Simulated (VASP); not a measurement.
# ZrB (Fm-3m) in VASP: notebook

The runs below take ZrB through relaxation of cell and atoms, with PBE.

Program: VASP 6.6.1. These are calculated values, not measurements. Logs are shortened: lines on timing, memory, paths and dates and some standing lists are left out, and cuts for length are marked.

### Step 1. The cell of the first run

Symmetry: Fm-3m, No. 225, cubic system. Conventional cell: a = 4.910 Å, b = 4.910 Å, c = 4.910 Å, α = 90.00°, β = 90.00°, γ = 90.00°. Within 3.2 Å of Zr (site symmetry m-3m) lie 6 B at 2.46 Å. B (site symmetry m-3m) has 6 Zr at 2.46 Å within 3.2 Å.

### Step 2. Relaxation of cell and atoms, PBE

Contents of INCAR:

```
SYSTEM = ZrB
  PREC = Accurate
  ENCUT = 600
  EDIFF = 1E-7
  ISMEAR = -1
  SIGMA = 0.1
  LREAL = .FALSE.
  LASPH = .TRUE.
  NELM = 60
  ALGO = Normal
  ISIF = 3
  LWAVE = .FALSE.
  LCHARG = .FALSE.
  GGA = PE
  IBRION = 2
  NSW = 60
  EDIFFG = -0.03
```

Contents of KPOINTS:

```
regular mesh
0
G
  9 9 9
  0 0 0
```

Contents of POSCAR:

```
ZrB
1.0
    0.0000000000      2.4550000000      2.4550000000
    2.4550000000      0.0000000000      2.4550000000
    2.4550000000      2.4550000000      0.0000000000
Zr B
1 1
Direct
    0.0000000000      0.0000000000      0.0000000000
    0.5000000000      0.5000000000      0.5000000000
```

Potentials or basis: VASP PAW PBE potentials, release 64 (Zr_sv, B).

Command:

```console
> cat potpaw_PBE.64/Zr_sv/POTCAR potpaw_PBE.64/B/POTCAR > POTCAR
> mpirun -np 1 vasp_std > vasp.out
```

OUTCAR:

```text
SYSTEM = ZrB
   PREC = Accurate
   ENCUT = 600
   EDIFF = 1E-7
   ISMEAR = -1
   LREAL = .FALSE.
   LASPH = .TRUE.
   NELM = 60
   ISIF = 3
   GGA = PE
   IBRION = 2
   NSW = 60
   EDIFFG = -0.03

 ion  position               nearest neighbor table
   1  0.000  0.000  0.000-   2 2.46   2 2.46   2 2.46   2 2.46   2 2.46   2 2.46
   2  0.500  0.500  0.500-   1 2.46   1 2.46   1 2.46   1 2.46   1 2.46   1 2.46

  LATTYP: Found a face centered cubic cell.
 ALAT       =     4.9100000000

  Lattice vectors:

 A1 = (   0.0000000000,   2.4550000000,   2.4550000000)
 A2 = (   2.4550000000,   0.0000000000,   2.4550000000)
 A3 = (   2.4550000000,   2.4550000000,   0.0000000000)

Analysis of symmetry for initial positions (statically):
=====================================================================
 Subroutine PRICEL returns:
 Original cell was already a primitive cell.

 Routine SETGRP: Setting up the symmetry group for a
 face centered cubic supercell.

 Subroutine GETGRP returns: Found 48 space group operations
 (whereof 48 operations were pure point group operations)
 out of a pool of 48 trial point group operations.

The static configuration has the point symmetry O_h .

Analysis of symmetry for dynamics (positions and initial velocities):
=====================================================================
 Subroutine PRICEL returns:
 Original cell was already a primitive cell.

 Routine SETGRP: Setting up the symmetry group for a
 face centered cubic supercell.

 Subroutine GETGRP returns: Found 48 space group operations
 (whereof 48 operations were pure point group operations)
 out of a pool of 48 trial point group operations.

The dynamic configuration has the point symmetry O_h .

 Subroutine INISYM returns: Found 48 space group operations
 (whereof 48 operations are pure point group operations),
 and found     1 'primitive' translations

----------------------------------------------------------------------------------------

                                     Primitive cell

  volume of cell :      29.5927

  direct lattice vectors                    reciprocal lattice vectors
     0.000000000  2.455000000  2.455000000    -0.203665988  0.203665988  0.203665988
     2.455000000  0.000000000  2.455000000     0.203665988 -0.203665988  0.203665988
     2.455000000  2.455000000  0.000000000     0.203665988  0.203665988 -0.203665988

  length of vectors
     3.471894296  3.471894296  3.471894296     0.352759839  0.352759839  0.352759839

  position of ions in fractional coordinates (direct lattice)
     0.000000000  0.000000000  0.000000000
     0.500000000  0.500000000  0.500000000

  ion indices of the primitive-cell ions
   primitive index   ion index
                 1           1
                 2           2

----------------------------------------------------------------------------------------

 KPOINTS: regular mesh

Automatic generation of k-mesh.
 Grid dimensions read from file:
 generate k-points for:    9    9    9

 Generating k-lattice:

  Cartesian coordinates                     Fractional coordinates (reciprocal lattice)
    -0.022629554  0.022629554  0.022629554     0.111111111  0.000000000  0.000000000
     0.022629554 -0.022629554  0.022629554     0.000000000  0.111111111  0.000000000
     0.022629554  0.022629554 -0.022629554     0.000000000  0.000000000  0.111111111

  Length of vectors
     0.039195538  0.039195538  0.039195538

  Shift w.r.t. Gamma in fractional coordinates (k-lattice)
     0.000000000  0.000000000  0.000000000

 Subroutine IBZKPT returns following result:
 ===========================================

 Found     35 irreducible k-points:

 Following reciprocal coordinates:
            Coordinates               Weight
  0.000000  0.000000  0.000000      1.000000
  0.111111  0.000000  0.000000      8.000000
  0.222222  0.000000  0.000000      8.000000
  0.333333  0.000000  0.000000      8.000000
  0.444444  0.000000  0.000000      8.000000
  0.111111  0.111111  0.000000      6.000000
[... 16 lines left out ...]
 -0.333333  0.333333  0.000000     12.000000
  0.444444  0.444444  0.000000      6.000000
 [... further k-points ...]
   k-points           NKPTS =     35   k-points in BZ     NKDIM =     35   number of bands    NBANDS=     11
   number of dos      NEDOS =    301   number of ions     NIONS =      2
   total plane-waves  NPLWV =  21952
   dimension x,y,z NGX =    28 NGY =   28 NGZ =   28
   dimension x,y,z NGXF=    56 NGYF=   56 NGZF=   56
   ions per type =               1   1
   NGX,Y,Z   is equivalent  to a cutoff of  13.41, 13.41, 13.41 a.u.
   NGXF,Y,Z  is equivalent  to a cutoff of  26.81, 26.81, 26.81 a.u.
 SYSTEM =  ZrB
   PREC   = accura    normal or accurate (medium, high low for compatibility)
   ISTART =      0    job   : 0-new  1-cont  2-samecut
   ICHARG =      2    charge: 1-file 2-atom 10-const
   ISPIN  =      1    spin polarized calculation?
   LNONCOLLINEAR =      F non collinear calculations
   LSORBIT =      F    spin-orbit coupling
   LASPH  =      T    aspherical Exc in radial PAW
   ENCUT  =  600.0 eV  44.10 Ry    6.64 a.u.   6.93  6.93  6.93*2*pi/ulx,y,z
   NELM   =     60;   NELMIN=  2; NELMDL= -5     # of ELM steps
   EDIFF  = 0.1E-06   stopping-criterion for ELM
   LREAL  =      F    real-space projection
   EDIFFG = -.3E-01   stopping-criterion for IOM
   NSW    =     60    number of steps for IOM
   IBRION =      2    ionic relax: 0-MD 1-quasi-New 2-CG
   NFREE  =      1    steps in history (QN), initial steepest desc. (CG)
   ISIF   =      3    stress and relaxation
   ISYM   =      2    0-nonsym 1-usesym 2-fastsym
   POTIM  = 0.5000    time-step for ionic-motion
   TEBEG  =    0.0;   TEEND  =   0.0 temperature during run
   PSTRESS=    0.0 pullay stress
   NELECT =      15.0000    total number of electrons
   NUPDOWN=      -1.0000    fix difference up-down
   EMIN   =  10.00;   EMAX   =-10.00  energy-range for DOS
   EFERMI =   0.00;   METHOD = LEGACY
   ISMEAR =    -1;   SIGMA  =   0.10  broadening in eV -4-tet -1-fermi 0-gaus
   EFERMI_NEDOS =   21; number of points for ismear=-14 and -15
   IALGO  =     38    algorithm
   IMIX   =      4    mixing-type and parameters
     AMIX     =   0.40;   BMIX     =  1.00
     AMIX_MAG =   1.60;   BMIX_MAG =  1.00
  volume/ion in A,a.u.               =      14.80        99.85
  Fermi-wavevector in a.u.,A,eV,Ry     =   1.305300  2.466660 23.181725  1.703809
  Thomas-Fermi vector in A             =   2.436179
   LORBIT       =      0    0 simple, 1 ext, 2 COOP (PROOUT), +10 PAW based schemes
   GGA     = PE    functional components
   LHFCALC =     F    Hartree Fock is set to
   AEXX    =    0.0000 exact exchange contribution
   IVDW    =     0    specifies the selected vdW correction
   LEPSILON=     F    determine dielectric tensor
   LRPA    =     F    only Hartree local field effects (RPA)
 conjugate gradient relaxation of ions
 non-spin polarized calculation
  energy-cutoff  :      600.00
  volume of cell :       29.59
 maximum number of plane-waves:      1002
   NGX = 13   NGY = 13   NGZ = 13

--------------------------------------- Ionic step        1  -------------------------------------------

 number of electron      15.0000000 magnetization

 Free energy of the ion-electron system (eV)
  ---------------------------------------------------
  ext. energy  EPLUGINS =         0.00000000
  ---------------------------------------------------
  free energy    TOTEN  =       -16.02546797 eV

  energy without entropy =      -15.98749391  energy(sigma->0) =      -16.00648094

------------------------ aborting loop because EDIFF is reached ----------------------------------------

  FORCE on cell =-STRESS in cart. coord.  units (eV):
  Direction    XX          YY          ZZ          XY          YZ          ZX
  --------------------------------------------------------------------------------------
  -------------------------------------------------------------------------------------
  Total       -0.0728489     -0.0728489     -0.0728489      0.0000000      0.0000000     -0.0000000
  in kB       -3.9441095     -3.9441095     -3.9441095      0.0000000      0.0000000     -0.0000000
  external PRESSURE =      -3.9441095 kB  Pullay stress =       0.0000000 kB
[... 57 lines left out ...]
  energy  without entropy=      -15.9876888062  energy(sigma->0) =      -16.00656764

--------------------------------------- Ionic step        3  -------------------------------------------

 number of electron      15.0000000 magnetization

 Free energy of the ion-electron system (eV)
  ---------------------------------------------------
  ext. energy  EPLUGINS =         0.00000000
  ---------------------------------------------------
  free energy    TOTEN  =       -16.02556018 eV

  energy without entropy =      -15.98768994  energy(sigma->0) =      -16.00662506

 E-fermi :   7.4492     XC(G=0): -11.4704

 val. band max:        7.3789549131   @ k =   0.3333   0.1111   0.0000
 cond. band min:       7.5040058240   @ k =   0.4444   0.2222   0.0000
 fundamental gap:      0.1250509109
 Fermi energy:         7.4492451280

 k-point     1 :       0.0000    0.0000    0.0000
  band No.  band energies     occupation
      1     -40.0493      2.00000
      2     -17.8756      2.00000
      3     -17.8756      2.00000
      4     -17.8756      2.00000
      5      -0.5960      2.00000
      6       9.1840      0.00000
      7       9.1840      0.00000
      8       9.1840      0.00000
      9      10.5744      0.00000
     10      10.5744      0.00000
     11      10.8617      0.00000
[... 309 lines left out ...]
 k-point    24 :       0.4444    0.4444    0.0000
  band No.  band energies     occupation
      1     -39.9749      2.00000
      2     -18.3451      2.00000
      3     -18.0586      2.00000
      4     -18.0586      2.00000
      5       1.3599      2.00000
      6       6.4615      1.99990
      7       6.7272      1.99854
      8       9.3961      0.00000
      9       9.3961      0.00000
     10      11.9320      0.00000
     11      13.2419      0.00000

 [... further k-points ...]
[... 5 lines left out ...]
  --------------------------------------------------------------------------------------
  -------------------------------------------------------------------------------------
  Total        0.0013204      0.0013204      0.0013204      0.0000000      0.0000000      0.0000000
  in kB        0.0716691      0.0716691      0.0716691      0.0000000      0.0000000      0.0000000
  external PRESSURE =       0.0716691 kB  Pullay stress =       0.0000000 kB
[... 17 lines left out ...]
  FREE ENERGIE OF THE ION-ELECTRON SYSTEM (eV)
  ---------------------------------------------------
  free  energy   TOTEN  =       -16.0255601837 eV

  energy  without entropy=      -15.9876899441  energy(sigma->0) =      -16.00662506

 reached required accuracy - stopping structural energy minimisation
```

Wall time 37 s (1 thread of Intel Xeon Platinum 8488C (Sapphire Rapids), shared host); peak memory 0.17 GiB.

Results:

```
Free energy                            : -16.0256 eV
Relaxed volume                         : 14.76 Å³/atom
Relaxed cell                           : a = 3.469 Å, b = 3.469 Å, c = 3.469 Å, α = 60.00°, β = 60.00°, γ = 60.00°
Space group after relaxing (to 0.05 Å) : Fm-3m (No. 225)
Energy gained by relaxing              : 0.0 meV/atom
Ionic steps                            : 3
Pressure after relaxing                : 0.0 GPa
```

Final structure:
```
Zr B
1.0
     0.00000    2.45294    2.45294
     2.45294    0.00000    2.45294
     2.45294    2.45294    0.00000
Zr B
1 1
Direct
  0.00000 0.00000 0.00000
  0.50000 0.50000 0.50000
```

Levels at points of the mesh, in eV from the Fermi level:
| k point | band 4 | band 5 | band 6 | band 7 | band 8 | band 9 | band 10 | band 11 |
| --- | --- | --- | --- | --- | --- | --- | --- | --- |
| (0.00, 0.00, 0.00) | -25.32 | -8.05 | 1.73 | 1.73 | 1.73 | 3.13 | 3.13 | 3.41 |

### Step 3. Relaxation of cell and atoms, PBE, target pressure 10 GPa, at which the enthalpy is minimised

Contents of INCAR:

```
SYSTEM = ZrB
PREC = Accurate ; ENCUT = 600
EDIFF = 1E-7 ; ISMEAR = -1
SIGMA = 0.1 ; LREAL = .FALSE.
LASPH = .TRUE. ; NELM = 80
ALGO = Normal ; ISIF = 3
LWAVE = .FALSE. ; LCHARG = .FALSE.
GGA = PE ; IBRION = 2
NSW = 60 ; EDIFFG = -0.03
PSTRESS = 100.0
```

KPOINTS is that of step 2.

POSCAR is that of step 2.

Potentials or basis: VASP PAW PBE potentials, release 64 (Zr_sv, B).

Command:

```console
> cat potpaw_PBE.64/Zr_sv/POTCAR potpaw_PBE.64/B/POTCAR > POTCAR
> mpirun -np 1 vasp_std > vasp.out
```

Wall time 35 s (1 thread of Intel Xeon Platinum 8488C (Sapphire Rapids), shared host); peak memory 0.17 GiB.

Results (log left out):

```
Free energy                                            : -15.9799 eV
Relaxed volume                                         : 13.97 Å³/atom
Relaxed cell                                           : a = 3.406 Å, b = 3.406 Å, c = 3.406 Å, α = 60.00°, β = 60.00°, γ = 60.00°
Space group after relaxing (to 0.05 Å)                 : Fm-3m (No. 225)
Energy change on relaxing (the enthalpy is what falls) : +22.8 meV/atom
Ionic steps                                            : 3
Pressure after relaxing                                : 9.8 GPa
```

The path:
```csv
step,energy change (eV),largest force (eV/Å),pressure (GPa),volume (Å³)
1,0.0000,0.0000,-0.39,29.59
2,0.3148,0.0000,29.36,25.67
3,0.0456,0.0000,9.75,27.95
```

Final structure:
```xyz
2
Lattice="0.0000 2.4086 2.4086 2.4086 0.0000 2.4086 2.4086 2.4086 0.0000" Properties=species:S:1:pos:R:3 pbc="T T T"
Zr    0.0000    0.0000    0.0000
B     2.4086    2.4086    2.4086
```

Levels at points of the mesh, in eV from the Fermi level:
| k point | band 5 | band 6 | band 7 | band 8 | band 9 | band 10 | band 11 |
| --- | --- | --- | --- | --- | --- | --- | --- |
| (0.00, 0.00, 0.00) | -8.16 | 1.80 | 1.80 | 1.80 | 3.31 | 3.31 | 3.54 |

Caveat: the cell is relaxed towards a set pressure, so the enthalpy falls and the energy may rise.

[end of part 1 of 2]
